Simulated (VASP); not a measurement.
NaTa3O3:

```
CELL_PARAMETERS angstrom
3.15000 0.00000 0.00000
-1.57500 2.72798 0.00000
0.00000 0.00000 10.80000
ATOMIC_POSITIONS crystal
Na 0.00000 0.00000 0.00000
Ta 0.66667 0.33333 0.48300
Ta 0.00000 0.00000 0.71400
Ta 0.00000 0.00000 0.26000
O 0.33333 0.66667 0.59400
O 0.33333 0.66667 0.83500
O 0.66667 0.33333 0.14800
```

```yaml
Program: VASP 6.6.1
Task: relaxation of cell and atoms
Functional: PBE
Potentials_or_basis: VASP PAW PBE potentials, release 64 (Na_pv, Ta_pv, O)
Cutoff: 600 eV
k_mesh: 6 × 6 × 2
Occupations: gaussian, width 0.2 eV
Spin: no spin polarisation
```

At the start: pressure -6.1 GPa; volume 13.26 Å³/atom.

Problem. Where does the relaxation end?

Solution. Over 16 steps the energy falls by 197.5 meV/atom and the volume is 12.55 Å³/atom (-5.4 %); space group P3m1 (No. 156, to 0.1 Å) before and after.

Step by step:
| step | energy change (eV) | largest force (eV/Å) | pressure (GPa) | volume (Å³) |
| --- | --- | --- | --- | --- |
| 1 | 0.0000 | 2.1514 | -6.15 | 92.81 |
| 2 | -0.7178 | 2.9144 | 6.91 | 85.96 |
| 3 | -0.7323 | 2.3100 | 5.00 | 86.69 |
| 4 | -1.1503 | 1.4940 | 1.07 | 88.02 |
| 5 | -1.1561 | 1.3989 | 0.85 | 88.15 |
| 6 | -1.2311 | 0.9107 | -0.66 | 89.09 |
| 7 | -1.2322 | 0.7762 | -0.54 | 88.99 |
| 8 | -1.2839 | 0.5077 | -0.77 | 88.82 |
| 9 | -1.3058 | 0.6964 | -0.71 | 88.59 |
| 10 | -1.3324 | 0.4753 | 0.08 | 88.17 |
| 11 | -1.3483 | 0.4937 | 1.35 | 87.58 |
| 12 | -1.3691 | 0.4003 | -0.41 | 88.20 |
| 13 | -1.3704 | 0.3724 | -0.95 | 88.39 |
| 14 | -1.3764 | 0.2733 | -0.06 | 87.99 |
| 15 | -1.3781 | 0.1899 | 0.72 | 87.67 |
| 16 | -1.3825 | 0.0779 | 0.19 | 87.82 |

Final structure:
```
CELL_PARAMETERS angstrom
2.92190 0.00000 0.00000
-1.46095 2.53044 0.00000
0.00000 0.00000 11.87800
ATOMIC_POSITIONS crystal
Na 0.00000 0.00000 0.99605
Ta 0.66667 0.33333 0.45888
Ta 0.00000 0.00000 0.73427
Ta 0.00000 0.00000 0.24771
O 0.33333 0.66667 0.61957
O 0.33333 0.66667 0.84626
O 0.66667 0.33333 0.13127
```

Caveat: the k points lie up to 0.41 Å⁻¹ apart in the final cell; the relaxation stopped at a loose force limit of 0.08 eV/Å, so its end isn't a converged minimum.
